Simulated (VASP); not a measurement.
Here is a VASP 6.6.1 calculation.

File INCAR:

```
SYSTEM = Ca
PREC     = Accurate       ! precision mode
ENCUT    = 500            ! plane-wave cutoff, eV
EDIFF    = 1E-6           ! SCF threshold, eV
ISMEAR   = 0              ! smearing method
SIGMA    = 0.1            ! smearing width, eV
LREAL    = .False.        ! projectors in reciprocal space
LASPH    = .True.         ! aspherical terms in the spheres
NELM     = 120            ! most SCF steps
ALGO     = Normal         ! electronic algorithm
ISIF     = 2              ! what is computed and relaxed
LWAVE    = .False.        ! write WAVECAR
LCHARG   = .False.        ! write CHGCAR
GGA      = PE             ! functional
NBANDS   = 11             ! bands
GGA_COMPAT= .False.
```

The input KPOINTS:

```
Automatic mesh
0
Gamma
  8 8 8
  0 0 0
```

Contents of POSCAR:

```
Ca
1.0
    3.4886563400      0.0000000000      0.0000000000
    0.0000000000      3.4886563400      0.0000000000
    0.0000000000      0.0000000000      3.4886563400
Ca
1
Direct
    0.0000000000      0.0000000000      0.0000000000
```

Potentials or basis: VASP PAW PBE potentials, release 64 (Ca_sv).

Launch:

```console
$ cat potpaw_PBE.64/Ca_sv/POTCAR > POTCAR
$ mpirun -np 1 vasp_std > vasp.out
```

Problem. Predict the band gap on the k mesh.

Solution. Zero (bands 5 and 6 overlap by 1.17 eV).

Problem. Estimate the pressure.

Solution. 0.4 GPa.
